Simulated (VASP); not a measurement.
# Ni (Im-3m) in VASP: further runs

The runs below take Ni through single point, with RPBE.

Program: VASP 6.6.1. These are calculated values, not measurements. Logs are shortened: lines on timing, memory, paths and dates and some standing lists are left out, and cuts for length are marked.

## Step 1: The cell of the first run

It takes space group Im-3m (No. 229, cubic). The conventional cell has a = 2.828 Å, b = 2.828 Å, c = 2.828 Å, α = 90.00°, β = 90.00°, γ = 90.00°. Ni (site symmetry m-3m) has 14 Ni at 2.45 to 2.83 Å within 3.2 Å.

This isn't the form of Ni at room conditions, which is fcc.

## Step 2: Single point, RPBE, collinear spin, ferromagnetic start

INCAR

```
SYSTEM = Ni
PREC = Accurate
ENCUT = 520
EDIFF = 1E-6
ISMEAR = -1
SIGMA = 0.05
LREAL = .FALSE.
LASPH = .TRUE.
NELM = 150
ALGO = Normal
ISIF = 2
LWAVE = .FALSE.
LCHARG = .FALSE.
ISPIN = 2
MAGMOM = 0.8
LORBIT = 11
LMAXMIX = 4
GGA = RP
NBANDS = 15
```

KPOINTS

```
Automatic mesh
0
G
  16 16 16
  0 0 0
```

POSCAR

```
Ni
1.0
   -1.4141234147      1.4141234147      1.4141234147
    1.4141234147     -1.4141234147      1.4141234147
    1.4141234147      1.4141234147     -1.4141234147
Ni
1
Direct
    0.0000000000      0.0000000000      0.0000000000
```

Potentials or basis: VASP PAW PBE potentials, release 64 (Ni).

On the command line:

```
cat potpaw_PBE.64/Ni/POTCAR > POTCAR
mpirun -np 1 vasp_std > vasp.out
```

OUTCAR:

```text
SYSTEM = Ni
   PREC = Accurate
   ENCUT = 520
   EDIFF = 1E-6
   ISMEAR = -1
   LREAL = .FALSE.
   LASPH = .TRUE.
   NELM = 150
   ISIF = 2
   ISPIN = 2
   LORBIT = 11
   GGA = RP

 ion  position               nearest neighbor table
   1  0.000  0.000  0.000-

  LATTYP: Found a body centered cubic cell.
 ALAT       =     2.8282468294

  Lattice vectors:

 A1 = (  -1.4141234147,   1.4141234147,   1.4141234147)
 A2 = (   1.4141234147,  -1.4141234147,   1.4141234147)
 A3 = (   1.4141234147,   1.4141234147,  -1.4141234147)

Analysis of symmetry for initial positions (statically):
=====================================================================
 Subroutine PRICEL returns:
 Original cell was already a primitive cell.

 Routine SETGRP: Setting up the symmetry group for a
 body centered cubic supercell.

 Subroutine GETGRP returns: Found 48 space group operations
 (whereof 48 operations were pure point group operations)
 out of a pool of 48 trial point group operations.

The static configuration has the point symmetry O_h .

Analysis of symmetry for dynamics (positions and initial velocities):
=====================================================================
 Subroutine PRICEL returns:
 Original cell was already a primitive cell.

 Routine SETGRP: Setting up the symmetry group for a
 body centered cubic supercell.

 Subroutine GETGRP returns: Found 48 space group operations
 (whereof 48 operations were pure point group operations)
 out of a pool of 48 trial point group operations.

The dynamic configuration has the point symmetry O_h .

Analysis of structural, dynamic, and magnetic symmetry:
=====================================================================
 Subroutine PRICEL returns:
 Original cell was already a primitive cell.

 Routine SETGRP: Setting up the symmetry group for a
 body centered cubic supercell.

 Subroutine GETGRP returns: Found 48 space group operations
 (whereof 48 operations were pure point group operations)
 out of a pool of 48 trial point group operations.

The overall configuration has the point symmetry O_h .

 Subroutine INISYM returns: Found 48 space group operations
 (whereof 48 operations are pure point group operations),
 and found     1 'primitive' translations

----------------------------------------------------------------------------------------

                                     Primitive cell

  volume of cell :      11.3115

  direct lattice vectors                    reciprocal lattice vectors
    -1.414123415  1.414123415  1.414123415     0.000000000  0.353575929  0.353575929
     1.414123415 -1.414123415  1.414123415     0.353575929  0.000000000  0.353575929
     1.414123415  1.414123415 -1.414123415     0.353575929  0.353575929  0.000000000

  length of vectors
     2.449333602  2.449333602  2.449333602     0.500031874  0.500031874  0.500031874

  position of ions in fractional coordinates (direct lattice)
     0.000000000  0.000000000  0.000000000

  ion indices of the primitive-cell ions
   primitive index   ion index
                 1           1

----------------------------------------------------------------------------------------

 KPOINTS: Automatic mesh

Automatic generation of k-mesh.
 Grid dimensions read from file:
 generate k-points for:   16   16   16

 Generating k-lattice:

  Cartesian coordinates                     Fractional coordinates (reciprocal lattice)
     0.000000000  0.022098496  0.022098496     0.062500000  0.000000000  0.000000000
     0.022098496  0.000000000  0.022098496     0.000000000  0.062500000  0.000000000
     0.022098496  0.022098496  0.000000000     0.000000000  0.000000000  0.062500000

  Length of vectors
     0.031251992  0.031251992  0.031251992

  Shift w.r.t. Gamma in fractional coordinates (k-lattice)
     0.000000000  0.000000000  0.000000000

 Subroutine IBZKPT returns following result:
 ===========================================

 Found    145 irreducible k-points:

 Following reciprocal coordinates:
            Coordinates               Weight
  0.000000  0.000000  0.000000      1.000000
  0.062500  0.000000  0.000000     12.000000
  0.125000  0.000000  0.000000     12.000000
  0.187500  0.000000  0.000000     12.000000
  0.250000  0.000000  0.000000     12.000000
  0.312500  0.000000  0.000000     12.000000
[... 16 lines left out ...]
  0.187500  0.187500  0.000000     24.000000
  0.250000  0.187500  0.000000     48.000000
 [... further k-points ...]
   k-points           NKPTS =    145   k-points in BZ     NKDIM =    145   number of bands    NBANDS=     15
   number of dos      NEDOS =    301   number of ions     NIONS =      1
   total plane-waves  NPLWV =   5832
   dimension x,y,z NGX =    18 NGY =   18 NGZ =   18
   dimension x,y,z NGXF=    36 NGYF=   36 NGZF=   36
   ions per type =               1
   NGX,Y,Z   is equivalent  to a cutoff of  12.22, 12.22, 12.22 a.u.
   NGXF,Y,Z  is equivalent  to a cutoff of  24.43, 24.43, 24.43 a.u.
 SYSTEM =  Ni
   PREC   = accura    normal or accurate (medium, high low for compatibility)
   ISTART =      0    job   : 0-new  1-cont  2-samecut
   ICHARG =      2    charge: 1-file 2-atom 10-const
   ISPIN  =      2    spin polarized calculation?
   LNONCOLLINEAR =      F non collinear calculations
   LSORBIT =      F    spin-orbit coupling
   LASPH  =      T    aspherical Exc in radial PAW
   ENCUT  =  520.0 eV  38.22 Ry    6.18 a.u.   4.55  4.55  4.55*2*pi/ulx,y,z
   NELM   =    150;   NELMIN=  2; NELMDL= -5     # of ELM steps
   EDIFF  = 0.1E-05   stopping-criterion for ELM
   LREAL  =      F    real-space projection
   EDIFFG = 0.1E-04   stopping-criterion for IOM
   NSW    =      0    number of steps for IOM
   IBRION =     -1    ionic relax: 0-MD 1-quasi-New 2-CG
   NFREE  =      0    steps in history (QN), initial steepest desc. (CG)
   ISIF   =      2    stress and relaxation
   ISYM   =      2    0-nonsym 1-usesym 2-fastsym
   POTIM  = 0.5000    time-step for ionic-motion
   TEBEG  =    0.0;   TEEND  =   0.0 temperature during run
   PSTRESS=    0.0 pullay stress
   NELECT =      10.0000    total number of electrons
   NUPDOWN=      -1.0000    fix difference up-down
   EMIN   =  10.00;   EMAX   =-10.00  energy-range for DOS
   EFERMI =   0.00;   METHOD = LEGACY
   ISMEAR =    -1;   SIGMA  =   0.05  broadening in eV -4-tet -1-fermi 0-gaus
   EFERMI_NEDOS =   21; number of points for ismear=-14 and -15
   IALGO  =     38    algorithm
   IMIX   =      4    mixing-type and parameters
     AMIX     =   0.40;   BMIX     =  1.00
     AMIX_MAG =   1.60;   BMIX_MAG =  1.00
  volume/ion in A,a.u.               =      11.31        76.33
  Fermi-wavevector in a.u.,A,eV,Ry     =   1.571210  2.969156 33.588707  2.468700
  Thomas-Fermi vector in A             =   2.672828
   LORBIT       =     11    0 simple, 1 ext, 2 COOP (PROOUT), +10 PAW based schemes
   GGA     = RP    functional components
   LHFCALC =     F    Hartree Fock is set to
   AEXX    =    0.0000 exact exchange contribution
   IVDW    =     0    specifies the selected vdW correction
   LEPSILON=     F    determine dielectric tensor
   LRPA    =     F    only Hartree local field effects (RPA)
 spin polarized calculation
  energy-cutoff  :      520.00
  volume of cell :       11.31
 maximum number of plane-waves:       321
   NGX =  9   NGY =  9   NGZ =  9

 number of electron      10.0000000 magnetization       0.8000000

 number of electron       9.9999987 magnetization       0.5602244

 Free energy of the ion-electron system (eV)
  ---------------------------------------------------
  ext. energy  EPLUGINS =         0.00000000
  ---------------------------------------------------
  free energy    TOTEN  =        -4.86986647 eV

  energy without entropy =       -4.85702322  energy(sigma->0) =       -4.86344485

 E-fermi :   8.8650     XC(G=0): -12.8967

 val. band max:        8.8639643247   @ k =   0.3750   0.1875   0.0000
 cond. band min:       8.8675196879   @ k =  -0.3125  -0.4375   0.0625
 fundamental gap:      0.0035553633
 Fermi energy:         8.8649868412

 spin component 1

 k-point     1 :       0.0000    0.0000    0.0000
  band No.  band energies     occupation
      1       0.2616      1.00000
      2       6.6618      1.00000
      3       6.6618      1.00000
      4       6.6618      1.00000
      5       8.0011      1.00000
      6       8.0012      1.00000
      7      34.8838      0.00000
      8      34.8838      0.00000
      9      34.8838      0.00000
     10      39.5322      0.00000
     11      39.5322      0.00000
     12      40.2831      0.00000
     13      40.2831      0.00000
     14      40.2831      0.00000
     15      41.1790      0.00000
[... 397 lines left out ...]
 k-point    24 :       0.2500    0.1875    0.0000
  band No.  band energies     occupation
      1       4.5991      1.00000
      2       6.0078      1.00000
      3       6.3192      1.00000
      4       7.7665      1.00000
      5       8.1732      1.00000
      6       9.3795      0.00003
      7      20.3648      0.00000
      8      22.5085      0.00000
      9      28.7179      0.00000
     10      35.1669      0.00000
     11      38.7239      0.00000
     12      42.7432      0.00000
     13      46.9716      0.00000
     14      48.8037      0.00000
     15      50.8672      0.00000

 [... further k-points ...]

 spin component 2

 k-point     1 :       0.0000    0.0000    0.0000
  band No.  band energies     occupation
      1       0.2164      1.00000
      2       7.3626      1.00000
      3       7.3626      1.00000
      4       7.3626      1.00000
      5       8.4999      0.99933
      6       8.4999      0.99933
      7      34.7401      0.00000
      8      34.7401      0.00000
      9      34.7401      0.00000
     10      39.4211      0.00000
     11      39.4211      0.00000
     12      40.4552      0.00000
     13      40.4552      0.00000
     14      40.4552      0.00000
     15      41.2950      0.00000
[... 397 lines left out ...]
 k-point    24 :       0.2500    0.1875    0.0000
  band No.  band energies     occupation
      1       4.7596      1.00000
      2       6.5585      1.00000
      3       6.8567      1.00000
      4       8.3378      0.99997
      5       8.7278      0.93953
      6       9.9672      0.00000
      7      20.4964      0.00000
      8      22.6036      0.00000
      9      28.7625      0.00000
     10      35.1262      0.00000
     11      38.7363      0.00000
     12      42.7598      0.00000
     13      46.9793      0.00000
     14      48.8878      0.00000
     15      50.8573      0.00000

 [... further k-points ...]

------------------------ aborting loop because EDIFF is reached ----------------------------------------

  FORCE on cell =-STRESS in cart. coord.  units (eV):
  Direction    XX          YY          ZZ          XY          YZ          ZX
  --------------------------------------------------------------------------------------
  -------------------------------------------------------------------------------------
  Total        0.0077138      0.0077138      0.0077138      0.0000000      0.0000000      0.0000000
  in kB        1.0925885      1.0925885      1.0925885      0.0000000      0.0000000      0.0000000
  external PRESSURE =       1.0925885 kB  Pullay stress =       0.0000000 kB

 VOLUME and BASIS-vectors are now :
 -----------------------------------------------------------------------------
  energy-cutoff  :      520.00
  volume of cell :       11.31
      direct lattice vectors                 reciprocal lattice vectors
    -1.414123415  1.414123415  1.414123415     0.000000000  0.353575929  0.353575929
     1.414123415 -1.414123415  1.414123415     0.353575929  0.000000000  0.353575929
     1.414123415  1.414123415 -1.414123415     0.353575929  0.353575929  0.000000000

 POSITION                                       TOTAL-FORCE (eV/Angst)
 -----------------------------------------------------------------------------------
      0.00000      0.00000      0.00000        -0.000000      0.000000      0.000000
 -----------------------------------------------------------------------------------
    total drift:                                0.000000      0.000000      0.000000

  FREE ENERGIE OF THE ION-ELECTRON SYSTEM (eV)
  ---------------------------------------------------
  free  energy   TOTEN  =        -4.8698664685 eV

  energy  without entropy=       -4.8570232234  energy(sigma->0) =       -4.86344485

 total charge

# of ion       s       p       d       tot
------------------------------------------
    1        0.473   0.454   8.314   9.241

 magnetization (x)

# of ion       s       p       d       tot
------------------------------------------
    1       -0.005  -0.019   0.598   0.574
```

Run time: 80 s. Hardware: 1 thread of Intel Xeon 8259CL, shared host; peak memory 0.16 GiB.

Results:

```yaml
Free_energy: -4.8699 eV
Pressure: 0.1 GPa
Net_moment: 0.56 μB per cell
Site_moments: Ni +0.57 μB
Valence_electrons_inside_the_program's_atomic_spheres: Ni 9.24
```

Caveat: the PAW data sets were made with another functional, which shifts forces and pressure a little.

## Step 3: Single point, RPBE, collinear spin, ferromagnetic start (9.95 Å³/atom)

This run uses another cell than the first one, of 9.95 Å³/atom.

INCAR

```
SYSTEM = Ni
ALGO = Normal
EDIFF = 1E-7
ENCUT = 520
GGA = RP
ISIF = 2
ISMEAR = -1
ISPIN = 2
LASPH = .TRUE.
LCHARG = .TRUE.
LELF = .TRUE.
LMAXMIX = 4
LORBIT = 11
LREAL = .FALSE.
LVHAR = .TRUE.
LWAVE = .FALSE.
MAGMOM = 0.612
NBANDS = 15
NELM = 150
PREC = Accurate
SIGMA = 0.05
```

KPOINTS

```
k-points
0
G
  18 18 18
  0 0 0
```

POSCAR

```
Ni
1.0
   -1.3551318019      1.3551318019      1.3551318019
    1.3551318019     -1.3551318019      1.3551318019
    1.3551318019      1.3551318019     -1.3551318019
Ni
1
Direct
    0.0000000000      0.0000000000      0.0000000000
```

Potentials or basis: VASP PAW PBE potentials, release 64 (Ni).

On the command line:

```
cat potpaw_PBE.64/Ni/POTCAR > POTCAR
mpirun -np 1 vasp_std > vasp.out
```

Wall time 2.1 min (1 thread of Intel Xeon 8259CL, shared host); peak memory 0.16 GiB.

It converged, with:

```yaml
Free_energy: -4.7540 eV
Pressure: 30.2 GPa
Net_moment: 0.52 μB per cell
Site_moments: Ni +0.52 μB
Valence_electrons_inside_the_program's_atomic_spheres: Ni 9.48
```

Levels at points of the mesh, in eV from the Fermi level:
Spin up:
```
           k point  band 2  band 3  band 4  band 5  band 6  band 7  band 8  band 9
(0.00, 0.00, 0.00)   -2.49   -2.49   -2.49   -0.91   -0.91   27.37   27.37   27.37
(0.50, 0.00, 0.00)   -3.54   -0.99   -0.73    0.06    0.18    7.24   19.93   21.51
(0.50, 0.50, 0.50)   -4.69   -0.19   -0.19   -0.19   10.41   10.41   10.41   16.56
```
Spin down:
```
           k point  band 2  band 3  band 4  band 5  band 6  band 7  band 8  band 9
(0.00, 0.00, 0.00)   -1.84   -1.84   -1.84   -0.45   -0.45   27.27   27.27   27.27
(0.50, 0.00, 0.00)   -2.96   -0.45   -0.26    0.14    0.81    7.58   19.86   21.60
(0.50, 0.50, 0.50)   -4.40    0.54    0.54    0.54   10.43   10.43   10.43   16.65
```

Caveat: the cell stands under pressure; the PAW data sets were made with another functional, which shifts forces and pressure a little.

## Step 4: Single point, RPBE, collinear spin, ferromagnetic start (10.41 Å³/atom)

This run uses another cell than the first one, of 10.41 Å³/atom.

INCAR

```
SYSTEM = Ni
PREC = Accurate
ENCUT = 520
EDIFF = 1E-6
ISMEAR = -1
SIGMA = 0.05
LREAL = .False.
LASPH = .True.
NELM = 150
ALGO = Normal
ISIF = 2
LWAVE = .False.
LCHARG = .True.
ISPIN = 2
MAGMOM = 0.612
LORBIT = 11
LMAXMIX = 4
GGA = RP
LELF = .True.
LVHAR = .True.
NBANDS = 15
```

KPOINTS

```
Automatic mesh
0
Gamma
  18 18 18
  0 0 0
```

POSCAR

```
Ni
1.0
   -1.3753606320      1.3753606320      1.3753606320
    1.3753606320     -1.3753606320      1.3753606320
    1.3753606320      1.3753606320     -1.3753606320
Ni
1
Direct
    0.0000000000      0.0000000000      0.0000000000
```

Potentials or basis: VASP PAW PBE potentials, release 64 (Ni).

On the command line:

```
cat potpaw_PBE.64/Ni/POTCAR > POTCAR
mpirun -np 1 vasp_std > vasp.out
```

OUTCAR:

```text
SYSTEM = Ni
   PREC = Accurate
   ENCUT = 520
   EDIFF = 1E-6
   ISMEAR = -1
   LREAL = .False.
   LASPH = .True.
   NELM = 150
   ISIF = 2
   ISPIN = 2
   LORBIT = 11
   GGA = RP

 ion  position               nearest neighbor table
   1  0.000  0.000  0.000-

  LATTYP: Found a body centered cubic cell.
 ALAT       =     2.7507212640

  Lattice vectors:

 A1 = (  -1.3753606320,   1.3753606320,   1.3753606320)
 A2 = (   1.3753606320,  -1.3753606320,   1.3753606320)
[... 1072 lines left out ...]
  -------------------------------------------------------------------------------------
  Total        1.1577722      1.1577722      1.1577722      0.0000000      0.0000000      0.0000000
  in kB      178.2477076    178.2477076    178.2477076      0.0000000      0.0000000      0.0000000
  external PRESSURE =     178.2477076 kB  Pullay stress =       0.0000000 kB

 VOLUME and BASIS-vectors are now :
 -----------------------------------------------------------------------------
  energy-cutoff  :      520.00
  volume of cell :       10.41
      direct lattice vectors                 reciprocal lattice vectors
    -1.375360632  1.375360632  1.375360632     0.000000000  0.363541015  0.363541015
     1.375360632 -1.375360632  1.375360632     0.363541015  0.000000000  0.363541015
     1.375360632  1.375360632 -1.375360632     0.363541015  0.363541015  0.000000000

 POSITION                                       TOTAL-FORCE (eV/Angst)
 -----------------------------------------------------------------------------------
      0.00000      0.00000      0.00000         0.000000      0.000000      0.000000
 -----------------------------------------------------------------------------------
    total drift:                                0.000000      0.000000      0.000000

  FREE ENERGIE OF THE ION-ELECTRON SYSTEM (eV)
  ---------------------------------------------------
  free  energy   TOTEN  =        -4.8212539312 eV

  energy  without entropy=       -4.8083040592  energy(sigma->0) =       -4.81477900

 total charge

# of ion       s       p       d       tot
------------------------------------------
    1        0.509   0.528   8.352   9.390

 magnetization (x)

# of ion       s       p       d       tot
------------------------------------------
    1       -0.005  -0.018   0.579   0.556
```

stdout:

```text
POSCAR found type information on POSCAR Ni
 POSCAR found :  1 types and       1 ions
 scaLAPACK will be used
 -----------------------------------------------------------------------------
|                                                                             |
|                                                                             |
|     You enforced a specific xc type in the INCAR file but a different       |
|     I HOPE YOU KNOW WHAT YOU ARE DOING!                                     |
|                                                                             |
 -----------------------------------------------------------------------------

 LDA part: xc-table for (Slater+PW92), standard interpolation
 POSCAR, INCAR and KPOINTS ok, starting setup
 FFT: planning ... GRIDC
 FFT: planning ... GRID_SOFT
 FFT: planning ... GRID
 WAVECAR not read
 entering main loop
```

Wall time 1.8 min (1 thread of Intel Xeon 8259CL, shared host); peak memory 0.16 GiB.

What came out:

```yaml
Free_energy: -4.8213 eV
Pressure: 17.8 GPa
Net_moment: 0.55 μB per cell
Site_moments: Ni +0.56 μB
Valence_electrons_inside_the_program's_atomic_spheres: Ni 9.39
```

Caveat: the cell stands under pressure; the PAW data sets were made with another functional, which shifts forces and pressure a little.

[end of part 1 of 2]
